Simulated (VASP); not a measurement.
Mo, 1 atom in the cell. Symmetry: I4/mmm, No. 139, tetragonal system. The conventional cell has a = 3.302 Å, b = 3.302 Å, c = 3.174 Å, α = 90.00°, β = 90.00°, γ = 90.00°. Within 3.7 Å of Mo (site symmetry 4/mmm) lie 14 Mo at 2.82 to 3.30 Å.  This cell differs from its parent crystal: volume 17.307 Å^3 an atom, c/a of the conventional cell 0.6797.

- Program: VASP 6.6.1
- Task: single point
- Functional: PBE
- Potentials or basis: VASP PAW PBE potentials, release 64 (Mo_sv)
- Cutoff: 520 eV
- k mesh: 22 × 22 × 22
- Occupations: gaussian, width 0.15 eV
- Spin: no spin polarisation
- Dipole correction: no
- Further INCAR settings: ALGO = Fast; EDIFF = 1e-06; NBANDS = 13

Potentials or basis: VASP PAW PBE potentials, release 64 (Mo_sv).

Launch:

```bash
$ cat potpaw_PBE.64/Mo_sv/POTCAR > POTCAR
$ mpirun -np 1 vasp_std > vasp.out
```

Hardware: 1 thread of Intel(R) Xeon(R) 6975P-C (Granite Rapids) (shared host).

**Question.** How long does it take, and how much memory?

**Answer.** Run time: 86 s on 1 thread of Intel(R) Xeon(R) 6975P-C (Granite Rapids) (shared host), peak memory 0.28 GiB. Counts: scf iterations 12, k points 834.
